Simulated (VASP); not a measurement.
# SiBN (P4/mmm) in VASP: single point with PBE

Aim: the single point of SiBN with PBE.

Program: VASP 6.6.1. These are calculated values, not measurements. Logs are shortened: lines on timing, memory, paths and dates and some standing lists are left out, and cuts for length are marked.

### 1 The cell of the first run

It takes space group P4/mmm (No. 123, tetragonal). Conventional cell: a = 2.670 Å, b = 2.670 Å, c = 4.141 Å, α = 90.00°, β = 90.00°, γ = 90.00°. Within 2.5 Å of Si (site symmetry 4/mmm) lie 4 N at 1.89 Å and 2 B at 2.07 Å. Within 2.9 Å of B (site symmetry 4/mmm) lie 2 Si at 2.07 Å and 4 B at 2.67 Å and 8 N at 2.80 Å. N (site symmetry 4/mmm) has 4 Si at 1.89 Å within 2.5 Å.

The cell was built from a structure type or drawn by symmetry, and may not be a known phase.

### 2 Single point, PBE

File INCAR:

```
ALGO     = Normal         # electronic algorithm
EDIFF    = 1E-6           # SCF threshold, eV
ENCUT    = 520            # plane-wave cutoff, eV
GGA      = PE             # functional
ISIF     = 2              # what is computed and relaxed
ISMEAR   = 0              # smearing method
LASPH    = T              # aspherical terms in the spheres
LCHARG   = F              # write CHGCAR
LREAL    = F              # projectors in reciprocal space
LWAVE    = F              # write WAVECAR
NBANDS   = 13             # bands
NELM     = 100            # most SCF steps
PREC     = Accurate       # precision mode
SIGMA    = 0.1            # smearing width, eV
```

File KPOINTS:

```
k-points
0
Gamma
  6 6 4
```

File POSCAR:

```
SiBN
1.0
    2.6696568401      0.0000000000      0.0000000000
    0.0000000000      2.6696568401      0.0000000000
    0.0000000000      0.0000000000      4.1414793783
Si B N
1 1 1
Direct
    0.5000000000      0.5000000000      0.0779355789
    0.5000000000      0.5000000000      0.5779245614
    0.0000000000      0.0000000000      1.0779193997
```

Potentials or basis: VASP PAW PBE potentials, release 64 (Si, B, N).

Started as:

```bash
$ cat potpaw_PBE.64/Si/POTCAR potpaw_PBE.64/B/POTCAR potpaw_PBE.64/N/POTCAR > POTCAR
$ mpirun -np 1 vasp_std > vasp.out
```

OUTCAR:

```text
EDIFF = 1E-6
   ENCUT = 520
   GGA = PE
   ISIF = 2
   ISMEAR = 0
   LASPH = T
   LREAL = F
   NELM = 100
   PREC = Accurate

 ion  position               nearest neighbor table
   1  0.500  0.500  0.078-   3 1.89   3 1.89   3 1.89   3 1.89   2 2.07   2 2.07
   2  0.500  0.500  0.578-   1 2.07   1 2.07
   3  0.000  0.000  0.078-   1 1.89   1 1.89   1 1.89   1 1.89

  LATTYP: Found a simple tetragonal cell.
 ALAT       =     2.6696568401
 C/A-ratio  =     1.5513152537

  Lattice vectors:

 A1 = (   2.6696568401,   0.0000000000,   0.0000000000)
 A2 = (   0.0000000000,   2.6696568401,   0.0000000000)
 A3 = (   0.0000000000,   0.0000000000,   4.1414793783)

Analysis of symmetry for initial positions (statically):
=====================================================================
 Subroutine PRICEL returns:
 Original cell was already a primitive cell.

 Routine SETGRP: Setting up the symmetry group for a
 simple tetragonal supercell.

 Subroutine GETGRP returns: Found  8 space group operations
 (whereof  8 operations were pure point group operations)
 out of a pool of 16 trial point group operations.

The static configuration has the point symmetry C_4v.

Analysis of symmetry for dynamics (positions and initial velocities):
=====================================================================
 Subroutine PRICEL returns:
 Original cell was already a primitive cell.

 Routine SETGRP: Setting up the symmetry group for a
 simple tetragonal supercell.

 Subroutine GETGRP returns: Found  8 space group operations
 (whereof  8 operations were pure point group operations)
 out of a pool of 16 trial point group operations.

The dynamic configuration has the point symmetry C_4v.

 Subroutine INISYM returns: Found  8 space group operations
 (whereof  8 operations are pure point group operations),
 and found     1 'primitive' translations

----------------------------------------------------------------------------------------

                                     Primitive cell

  volume of cell :      29.5166

  direct lattice vectors                    reciprocal lattice vectors
     2.669656840  0.000000000  0.000000000     0.374579978  0.000000000  0.000000000
     0.000000000  2.669656840  0.000000000     0.000000000  0.374579978  0.000000000
     0.000000000  0.000000000  4.141479378     0.000000000  0.000000000  0.241459611

  length of vectors
     2.669656840  2.669656840  4.141479378     0.374579978  0.374579978  0.241459611

  position of ions in fractional coordinates (direct lattice)
     0.500000000  0.500000000  0.077935579
     0.500000000  0.500000000  0.577924561
     0.000000000  0.000000000  0.077919400

  ion indices of the primitive-cell ions
   primitive index   ion index
                 1           1
                 2           2
                 3           3

----------------------------------------------------------------------------------------

 KPOINTS: k-points

Automatic generation of k-mesh.
 Grid dimensions read from file:
 generate k-points for:    6    6    4

 Generating k-lattice:

  Cartesian coordinates                     Fractional coordinates (reciprocal lattice)
     0.062429996  0.000000000  0.000000000     0.166666667  0.000000000  0.000000000
     0.000000000  0.062429996  0.000000000     0.000000000  0.166666667  0.000000000
     0.000000000  0.000000000  0.060364903     0.000000000  0.000000000  0.250000000

  Length of vectors
     0.062429996  0.062429996  0.060364903

  Shift w.r.t. Gamma in fractional coordinates (k-lattice)
     0.000000000  0.000000000  0.000000000

 Subroutine IBZKPT returns following result:
 ===========================================

 Found     30 irreducible k-points:

 Following reciprocal coordinates:
            Coordinates               Weight
  0.000000  0.000000  0.000000      1.000000
  0.166667  0.000000  0.000000      4.000000
  0.333333  0.000000  0.000000      4.000000
  0.500000  0.000000  0.000000      2.000000
  0.166667  0.166667  0.000000      4.000000
  0.333333  0.166667  0.000000      8.000000
[... 16 lines left out ...]
  0.333333  0.000000  0.500000      4.000000
  0.500000  0.000000  0.500000      2.000000
 [... further k-points ...]
   k-points           NKPTS =     30   k-points in BZ     NKDIM =     30   number of bands    NBANDS=     13
   number of dos      NEDOS =    301   number of ions     NIONS =      3
   total plane-waves  NPLWV =  12800
   dimension x,y,z NGX =    20 NGY =   20 NGZ =   32
   dimension x,y,z NGXF=    40 NGYF=   40 NGZF=   64
   ions per type =               1   1   1
   NGX,Y,Z   is equivalent  to a cutoff of  12.45, 12.45, 12.85 a.u.
   NGXF,Y,Z  is equivalent  to a cutoff of  24.91, 24.91, 25.69 a.u.
 SYSTEM =  unknown system
   PREC   = accura    normal or accurate (medium, high low for compatibility)
   ISTART =      0    job   : 0-new  1-cont  2-samecut
   ICHARG =      2    charge: 1-file 2-atom 10-const
   ISPIN  =      1    spin polarized calculation?
   LNONCOLLINEAR =      F non collinear calculations
   LSORBIT =      F    spin-orbit coupling
   LASPH  =      T    aspherical Exc in radial PAW
   ENCUT  =  520.0 eV  38.22 Ry    6.18 a.u.   4.96  4.96  7.70*2*pi/ulx,y,z
   NELM   =    100;   NELMIN=  2; NELMDL= -5     # of ELM steps
   EDIFF  = 0.1E-05   stopping-criterion for ELM
   LREAL  =      F    real-space projection
   EDIFFG = 0.1E-04   stopping-criterion for IOM
   NSW    =      0    number of steps for IOM
   IBRION =     -1    ionic relax: 0-MD 1-quasi-New 2-CG
   NFREE  =      0    steps in history (QN), initial steepest desc. (CG)
   ISIF   =      2    stress and relaxation
   ISYM   =      2    0-nonsym 1-usesym 2-fastsym
   POTIM  = 0.5000    time-step for ionic-motion
   TEBEG  =    0.0;   TEEND  =   0.0 temperature during run
   PSTRESS=    0.0 pullay stress
   NELECT =      12.0000    total number of electrons
   NUPDOWN=      -1.0000    fix difference up-down
   EMIN   =  10.00;   EMAX   =-10.00  energy-range for DOS
   EFERMI =   0.00;   METHOD = LEGACY
   ISMEAR =     0;   SIGMA  =   0.10  broadening in eV -4-tet -1-fermi 0-gaus
   EFERMI_NEDOS =   21; number of points for ismear=-14 and -15
   IALGO  =     38    algorithm
   IMIX   =      4    mixing-type and parameters
     AMIX     =   0.40;   BMIX     =  1.00
     AMIX_MAG =   1.60;   BMIX_MAG =  1.00
  volume/ion in A,a.u.               =       9.84        66.40
  Fermi-wavevector in a.u.,A,eV,Ry     =   1.212774  2.291810 20.011723  1.470820
  Thomas-Fermi vector in A             =   2.348247
   LORBIT       =      0    0 simple, 1 ext, 2 COOP (PROOUT), +10 PAW based schemes
   GGA     = PE    functional components
   LHFCALC =     F    Hartree Fock is set to
   AEXX    =    0.0000 exact exchange contribution
   IVDW    =     0    specifies the selected vdW correction
   LEPSILON=     F    determine dielectric tensor
   LRPA    =     F    only Hartree local field effects (RPA)
 non-spin polarized calculation
 Gauss-broadening in eV      SIGMA  =   0.10
  energy-cutoff  :      520.00
  volume of cell :       29.52
 maximum number of plane-waves:       810
 NGX is ok and might be reduce to    20
   NGX =  9   NGY =  9   NGZ = 15

 number of electron      11.9999998 magnetization

 Free energy of the ion-electron system (eV)
  ---------------------------------------------------
  ext. energy  EPLUGINS =         0.00000000
  ---------------------------------------------------
  free energy    TOTEN  =       -17.97091734 eV

  energy without entropy =      -17.96881445  energy(sigma->0) =      -17.96986589

 E-fermi :   7.5641     XC(G=0): -11.3411

 val. band max:        7.3891031375   @ k =   0.5000   0.0000   0.2500
 cond. band min:       7.6617932765   @ k =   0.5000   0.1667   0.2500
 fundamental gap:      0.2726901390
 Fermi energy:         7.5640672803

 k-point     1 :       0.0000    0.0000    0.0000
  band No.  band energies     occupation
      1     -11.4203      2.00000
      2      -0.1480      2.00000
      3      -0.0161      2.00000
      4       3.6930      2.00000
      5       3.6930      2.00000
      6       9.5004      0.00000
      7      10.4797      0.00000
      8      13.1179      0.00000
      9      13.1179      0.00000
     10      13.2717      0.00000
     11      21.8711      0.00000
     12      21.8711      0.00000
     13      22.7201      0.00000

 k-point     2 :       0.1667    0.0000    0.0000
  band No.  band energies     occupation
      1     -10.9857      2.00000
      2      -0.3671      2.00000
      3       0.4651      2.00000
      4       2.1428      2.00000
      5       3.9193      2.00000
      6       8.7796      0.00000
      7      10.8280      0.00000
      8      11.6896      0.00000
      9      13.1759      0.00000
     10      15.6032      0.00000
     11      19.9246      0.00000
     12      20.8867      0.00000
     13      21.8066      0.00000

 k-point     3 :       0.3333    0.0000    0.0000
  band No.  band energies     occupation
      1      -9.8111      2.00000
      2      -2.7246      2.00000
      3       1.8752      2.00000
      4       2.4224      2.00000
      5       4.4372      2.00000
      6       6.6843      2.00000
      7       7.7166      0.03098
      8      13.0849      0.00000
      9      13.1236      0.00000
     10      17.5748      0.00000
     11      18.5660      0.00000
     12      18.8807      0.00000
     13      21.8831      0.00000
[... 305 lines left out ...]
 k-point    23 :       0.3333    0.0000    0.5000
  band No.  band energies     occupation
      1      -9.6809      2.00000
      2      -2.2976      2.00000
      3      -1.0636      2.00000
      4       4.4778      2.00000
      5       4.4898      2.00000
      6       7.1180      2.00000
      7       8.7302      0.00000
      8      13.3512      0.00000
      9      14.1345      0.00000
     10      16.2460      0.00000
     11      16.8916      0.00000
     12      18.8902      0.00000
     13      21.6799      0.00000

 k-point    24 :       0.5000    0.0000    0.5000
  band No.  band energies     occupation
      1      -8.7562      2.00000
      2      -4.0201      2.00000
      3       0.8146      2.00000
      4       1.9685      2.00000
      5       4.7558      2.00000
      6       7.7705      0.00350
      7       8.7956      0.00000
      8      13.5192      0.00000
      9      13.7102      0.00000
     10      15.7920      0.00000
     11      15.9610      0.00000
     12      20.2398      0.00000
     13      21.0301      0.00000

 [... further k-points ...]

------------------------ aborting loop because EDIFF is reached ----------------------------------------

  FORCE on cell =-STRESS in cart. coord.  units (eV):
  Direction    XX          YY          ZZ          XY          YZ          ZX
  --------------------------------------------------------------------------------------
  -------------------------------------------------------------------------------------
  Total       -0.0594744     -0.0594744     -0.0862181      0.0000000      0.0000000      0.0000000
  in kB       -3.2283003     -3.2283003     -4.6799650      0.0000000      0.0000000      0.0000000
  external PRESSURE =      -3.7121885 kB  Pullay stress =       0.0000000 kB

 VOLUME and BASIS-vectors are now :
 -----------------------------------------------------------------------------
  energy-cutoff  :      520.00
  volume of cell :       29.52
      direct lattice vectors                 reciprocal lattice vectors
     2.669656840  0.000000000  0.000000000     0.374579978  0.000000000  0.000000000
     0.000000000  2.669656840  0.000000000     0.000000000  0.374579978  0.000000000
     0.000000000  0.000000000  4.141479378     0.000000000  0.000000000  0.241459611

 POSITION                                       TOTAL-FORCE (eV/Angst)
 -----------------------------------------------------------------------------------
      1.33483      1.33483      0.32277         0.000000     -0.000000     -0.000925
      1.33483      1.33483      2.39346         0.000000      0.000000      0.000604
      0.00000      0.00000      0.32270         0.000000      0.000000      0.000321
 -----------------------------------------------------------------------------------
    total drift:                                0.000000      0.000000      0.000001

  FREE ENERGIE OF THE ION-ELECTRON SYSTEM (eV)
  ---------------------------------------------------
  free  energy   TOTEN  =       -17.9709173399 eV

  energy  without entropy=      -17.9688144470  energy(sigma->0) =      -17.96986589
```

Run time: 4.4 s. Hardware: 1 thread of Intel Xeon 6975P-C (Granite Rapids), shared host; peak memory 0.13 GiB.

What came out:

* Free energy: -17.9709 eV
* Pressure: -0.4 GPa
* Band gap on the k mesh: zero (bands 6 and 7 overlap by 3.99 eV)

Stress tensor (GPa, compression positive):
```
-0.32  0.00  0.00
 0.00 -0.32  0.00
 0.00  0.00 -0.47
```

Caveat: the k points lie up to 0.39 Å⁻¹ apart, too coarse for converged energies and pressures of a metal.
